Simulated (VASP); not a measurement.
# TiAl3 (Pm-3m) in VASP: single point with revPBE

Aim: the single point of TiAl3 with revPBE.

Everything below comes from runs of VASP 6.6.1. Logs are shortened: lines on timing, memory, paths and dates and some standing lists are left out, and cuts for length are marked.

## Step 1: The cell of the first run

Symmetry: Pm-3m, No. 221, cubic system. Conventional cell: a = 3.898 Å, b = 3.898 Å, c = 3.898 Å, α = 90.00°, β = 90.00°, γ = 90.00°. Within 3.6 Å of Ti (site symmetry m-3m) lie 12 Al at 2.76 Å. Al (site symmetry 4/mmm) has 4 Ti at 2.76 Å and 8 Al at 2.76 Å within 3.6 Å.

## Step 2: Single point, revPBE

The input, INCAR:

```
ALGO = Normal
EDIFF = 1E-6
ENCUT = 500
GGA = RE
GGA_COMPAT = False
ISIF = 2
ISMEAR = 0
ISYM = 0
LASPH = True
LCHARG = False
LREAL = False
LWAVE = False
NBANDS = 18
NELM = 120
PREC = Accurate
SIGMA = 0.1
```

The input, KPOINTS:

```
k-points
0
Gamma
  12 12 12
```

The input, POSCAR:

```
TiAl3
1.0
    3.8984284379      0.0000000000      0.0000000000
    0.0000000000      3.8984284379      0.0000000000
    0.0000000000      0.0000000000      3.8984284379
Ti Al
1 3
Direct
    0.0000000000      0.0000000000      0.0000000000
    0.5000000000      0.0000000000      0.5000000000
    0.0000000000      0.5000000000      0.5000000000
    0.5000000000      0.5000000000      0.0000000000
```

Potentials or basis: VASP PAW PBE potentials, release 64 (Ti_sv, Al).

Command:

```bash
$ cat potpaw_PBE.64/Ti_sv/POTCAR potpaw_PBE.64/Al/POTCAR > POTCAR
$ mpirun -np 1 vasp_std > vasp.out
```

OUTCAR:

```text
EDIFF = 1E-6
   ENCUT = 500
   GGA = RE
   ISIF = 2
   ISMEAR = 0
   ISYM = 0
   LASPH = True
   LREAL = False
   NELM = 120
   PREC = Accurate

 ion  position               nearest neighbor table
   1  0.000  0.000  0.000-   2 2.76   3 2.76   4 2.76   2 2.76   3 2.76   3 2.76   4 2.76   3 2.76
                             2 2.76   4 2.76   2 2.76   4 2.76
   2  0.500  0.000  0.500-   1 2.76   3 2.76   4 2.76   1 2.76   4 2.76   3 2.76   4 2.76   4 2.76
                             1 2.76   3 2.76   1 2.76   3 2.76
   3  0.000  0.500  0.500-   1 2.76   2 2.76   4 2.76   1 2.76   4 2.76   1 2.76   2 2.76   1 2.76
                             2 2.76   4 2.76   4 2.76   2 2.76
   4  0.500  0.500  0.000-   1 2.76   2 2.76   3 2.76   2 2.76   3 2.76   1 2.76   2 2.76   2 2.76
                             1 2.76   3 2.76   3 2.76   1 2.76

IMPORTANT INFORMATION: All symmetrisations will be switched off!
NOSYMM: (Re-)initialisation of all symmetry stuff for point group C_1.

----------------------------------------------------------------------------------------

                                     Primitive cell

  volume of cell :      59.2473

  direct lattice vectors                    reciprocal lattice vectors
     3.898428438  0.000000000  0.000000000     0.256513622  0.000000000  0.000000000
     0.000000000  3.898428438  0.000000000     0.000000000  0.256513622  0.000000000
     0.000000000  0.000000000  3.898428438     0.000000000  0.000000000  0.256513622

  length of vectors
     3.898428438  3.898428438  3.898428438     0.256513622  0.256513622  0.256513622

  position of ions in fractional coordinates (direct lattice)
     0.000000000  0.000000000  0.000000000
     0.500000000  0.000000000  0.500000000
     0.000000000  0.500000000  0.500000000
     0.500000000  0.500000000  0.000000000

  ion indices of the primitive-cell ions
   primitive index   ion index
                 1           1
                 2           2
                 3           3
                 4           4

----------------------------------------------------------------------------------------

 KPOINTS: k-points

Automatic generation of k-mesh.
 Grid dimensions read from file:
 generate k-points for:   12   12   12

 Generating k-lattice:

  Cartesian coordinates                     Fractional coordinates (reciprocal lattice)
     0.021376135  0.000000000  0.000000000     0.083333333  0.000000000  0.000000000
     0.000000000  0.021376135  0.000000000     0.000000000  0.083333333  0.000000000
     0.000000000  0.000000000  0.021376135     0.000000000  0.000000000  0.083333333

  Length of vectors
     0.021376135  0.021376135  0.021376135

  Shift w.r.t. Gamma in fractional coordinates (k-lattice)
     0.000000000  0.000000000  0.000000000

 Subroutine IBZKPT returns following result:
 ===========================================

 Found    868 irreducible k-points:

 Following reciprocal coordinates:
            Coordinates               Weight
  0.000000  0.000000  0.000000      1.000000
  0.083333  0.000000  0.000000      2.000000
  0.000000  0.083333  0.000000      2.000000
  0.000000  0.000000  0.083333      2.000000
  0.166667  0.000000  0.000000      2.000000
  0.000000  0.166667  0.000000      2.000000
[... 16 lines left out ...]
 -0.083333  0.083333  0.000000      2.000000
 -0.083333  0.000000  0.083333      2.000000
 [... further k-points ...]
   k-points           NKPTS =    868   k-points in BZ     NKDIM =    868   number of bands    NBANDS=     18
   number of dos      NEDOS =    301   number of ions     NIONS =      4
   total plane-waves  NPLWV =  21952
   dimension x,y,z NGX =    28 NGY =   28 NGZ =   28
   dimension x,y,z NGXF=    56 NGYF=   56 NGZF=   56
   ions per type =               1   3
   NGX,Y,Z   is equivalent  to a cutoff of  11.94, 11.94, 11.94 a.u.
   NGXF,Y,Z  is equivalent  to a cutoff of  23.88, 23.88, 23.88 a.u.
 SYSTEM =  unknown system
   PREC   = accura    normal or accurate (medium, high low for compatibility)
   ISTART =      0    job   : 0-new  1-cont  2-samecut
   ICHARG =      2    charge: 1-file 2-atom 10-const
   ISPIN  =      1    spin polarized calculation?
   LNONCOLLINEAR =      F non collinear calculations
   LSORBIT =      F    spin-orbit coupling
   LASPH  =      T    aspherical Exc in radial PAW
   ENCUT  =  500.0 eV  36.75 Ry    6.06 a.u.   7.11  7.11  7.11*2*pi/ulx,y,z
   NELM   =    120;   NELMIN=  2; NELMDL= -5     # of ELM steps
   EDIFF  = 0.1E-05   stopping-criterion for ELM
   LREAL  =      F    real-space projection
   EDIFFG = 0.1E-04   stopping-criterion for IOM
   NSW    =      0    number of steps for IOM
   IBRION =     -1    ionic relax: 0-MD 1-quasi-New 2-CG
   NFREE  =      0    steps in history (QN), initial steepest desc. (CG)
   ISIF   =      2    stress and relaxation
   ISYM   =      0    0-nonsym 1-usesym 2-fastsym
   POTIM  = 0.5000    time-step for ionic-motion
   TEBEG  =    0.0;   TEEND  =   0.0 temperature during run
   PSTRESS=    0.0 pullay stress
   NELECT =      21.0000    total number of electrons
   NUPDOWN=      -1.0000    fix difference up-down
   EMIN   =  10.00;   EMAX   =-10.00  energy-range for DOS
   EFERMI =   0.00;   METHOD = LEGACY
   ISMEAR =     0;   SIGMA  =   0.10  broadening in eV -4-tet -1-fermi 0-gaus
   EFERMI_NEDOS =   21; number of points for ismear=-14 and -15
   IALGO  =     38    algorithm
   IMIX   =      4    mixing-type and parameters
     AMIX     =   0.40;   BMIX     =  1.00
     AMIX_MAG =   1.60;   BMIX_MAG =  1.00
  volume/ion in A,a.u.               =      14.81        99.96
  Fermi-wavevector in a.u.,A,eV,Ry     =   1.158577  2.189394 18.263120  1.342301
  Thomas-Fermi vector in A             =   2.295178
   LORBIT       =      0    0 simple, 1 ext, 2 COOP (PROOUT), +10 PAW based schemes
   GGA     = RE    functional components
   LHFCALC =     F    Hartree Fock is set to
   AEXX    =    0.0000 exact exchange contribution
   IVDW    =     0    specifies the selected vdW correction
   LEPSILON=     F    determine dielectric tensor
   LRPA    =     F    only Hartree local field effects (RPA)
 non-spin polarized calculation
 Gauss-broadening in eV      SIGMA  =   0.10
  energy-cutoff  :      500.00
  volume of cell :       59.25
 maximum number of plane-waves:      1518
   NGX = 15   NGY = 15   NGZ = 15

 number of electron      20.9999998 magnetization

 Free energy of the ion-electron system (eV)
  ---------------------------------------------------
  ext. energy  EPLUGINS =         0.00000000
  ---------------------------------------------------
  free energy    TOTEN  =       -19.50064052 eV

  energy without entropy =      -19.48801063  energy(sigma->0) =      -19.49432558

 E-fermi :   9.7020     XC(G=0): -10.9534

 val. band max:        9.6904350832   @ k =   0.5000   0.0833   0.0000
 cond. band min:       9.7035265310   @ k =   0.2500   0.0000   0.1667
 fundamental gap:      0.0130914478
 Fermi energy:         9.7020420698

 k-point     1 :       0.0000    0.0000    0.0000
  band No.  band energies     occupation
      1     -47.2629      2.00000
      2     -23.5292      2.00000
      3     -23.5292      2.00000
      4     -23.5292      2.00000
      5      -1.4153      2.00000
      6       6.5010      2.00000
[... 10 lines left out ...]
     17      15.6275      0.00000
     18      15.6275      0.00000

 k-point     2 :       0.0833    0.0000    0.0000
  band No.  band energies     occupation
      1     -47.2629      2.00000
      2     -23.5309      2.00000
      3     -23.5291      2.00000
      4     -23.5291      2.00000
      5      -1.3454      2.00000
      6       5.9356      2.00000
[... 10 lines left out ...]
     17      15.5334      0.00000
     18      15.5345      0.00000

 k-point     3 :       0.0000    0.0833    0.0000
  band No.  band energies     occupation
      1     -47.2629      2.00000
      2     -23.5309      2.00000
      3     -23.5291      2.00000
      4     -23.5291      2.00000
      5      -1.3454      2.00000
      6       5.9356      2.00000
[... 10 lines left out ...]
     17      15.5334      0.00000
     18      15.5335      0.00000

 k-point     4 :       0.0000    0.0000    0.0833
  band No.  band energies     occupation
      1     -47.2629      2.00000
      2     -23.5309      2.00000
      3     -23.5291      2.00000
      4     -23.5291      2.00000
      5      -1.3454      2.00000
      6       5.9356      2.00000
[... 10 lines left out ...]
     17      15.5334      0.00000
     18      15.5353      0.00000

 k-point     5 :       0.1667    0.0000    0.0000
  band No.  band energies     occupation
      1     -47.2627      2.00000
      2     -23.5354      2.00000
      3     -23.5288      2.00000
      4     -23.5288      2.00000
      5      -1.1371      2.00000
      6       4.9473      2.00000
[... 10 lines left out ...]
     17      15.0779      0.00000
     18      15.0779      0.00000

 k-point     6 :       0.0000    0.1667    0.0000
  band No.  band energies     occupation
      1     -47.2627      2.00000
      2     -23.5354      2.00000
      3     -23.5288      2.00000
      4     -23.5288      2.00000
      5      -1.1371      2.00000
      6       4.9473      2.00000
[... 307 lines left out ...]
 k-point    21 :       0.0000    0.0833    0.0833
  band No.  band energies     occupation
      1     -47.2628      2.00000
      2     -23.5309      2.00000
      3     -23.5307      2.00000
      4     -23.5290      2.00000
      5      -1.2758      2.00000
      6       5.8581      2.00000
[... 10 lines left out ...]
     17      15.3549      0.00000
     18      15.5243      0.00000

 k-point    22 :       0.0833    0.0000    0.0833
  band No.  band energies     occupation
      1     -47.2628      2.00000
      2     -23.5309      2.00000
      3     -23.5307      2.00000
      4     -23.5290      2.00000
      5      -1.2758      2.00000
      6       5.8581      2.00000
[... 10 lines left out ...]
     17      15.3545      0.00000
     18      15.5244      0.00000

 k-point    23 :      -0.0833    0.0833    0.0000
  band No.  band energies     occupation
      1     -47.2628      2.00000
      2     -23.5309      2.00000
      3     -23.5307      2.00000
      4     -23.5290      2.00000
      5      -1.2758      2.00000
      6       5.8581      2.00000
[... 10 lines left out ...]
     17      15.3548      0.00000
     18      15.5243      0.00000

 k-point    24 :      -0.0833    0.0000    0.0833
  band No.  band energies     occupation
      1     -47.2628      2.00000
      2     -23.5309      2.00000
      3     -23.5307      2.00000
      4     -23.5290      2.00000
      5      -1.2758      2.00000
      6       5.8581      2.00000
[... 10 lines left out ...]
     17      15.3546      0.00000
     18      15.5243      0.00000

 [... further k-points ...]
[... 5 lines left out ...]
  --------------------------------------------------------------------------------------
  -------------------------------------------------------------------------------------
  Total        3.3844401      3.3845256      3.3844660      0.0000106     -0.0000017      0.0000072
  in kB       91.5226762     91.5249890     91.5233783      0.0002870     -0.0000453      0.0001946
  external PRESSURE =      91.5236812 kB  Pullay stress =       0.0000000 kB

 VOLUME and BASIS-vectors are now :
 -----------------------------------------------------------------------------
  energy-cutoff  :      500.00
  volume of cell :       59.25
      direct lattice vectors                 reciprocal lattice vectors
     3.898428438  0.000000000  0.000000000     0.256513622  0.000000000  0.000000000
     0.000000000  3.898428438  0.000000000     0.000000000  0.256513622  0.000000000
     0.000000000  0.000000000  3.898428438     0.000000000  0.000000000  0.256513622

 POSITION                                       TOTAL-FORCE (eV/Angst)
 -----------------------------------------------------------------------------------
      0.00000      0.00000      0.00000        -0.000002     -0.000003     -0.000005
      1.94921      0.00000      1.94921         0.000001     -0.000001      0.000001
      0.00000      1.94921      1.94921        -0.000000      0.000002      0.000000
      1.94921      1.94921      0.00000         0.000001      0.000002      0.000003
 -----------------------------------------------------------------------------------
    total drift:                               -0.000002     -0.000003     -0.000008

  FREE ENERGIE OF THE ION-ELECTRON SYSTEM (eV)
  ---------------------------------------------------
  free  energy   TOTEN  =       -19.5006405232 eV

  energy  without entropy=      -19.4880106347  energy(sigma->0) =      -19.49432558
```

Wall time 29 min (1 thread of Intel Xeon 8259CL, shared host); peak memory 0.81 GiB.

Results:

```
Free energy            : -19.5006 eV
Pressure               : 9.2 GPa
Band gap on the k mesh : zero (an odd number of electrons rules out a gap without spin polarisation)
```

Caveat: the cell stands under pressure; the PAW data sets were made with another functional, which shifts forces and pressure a little.
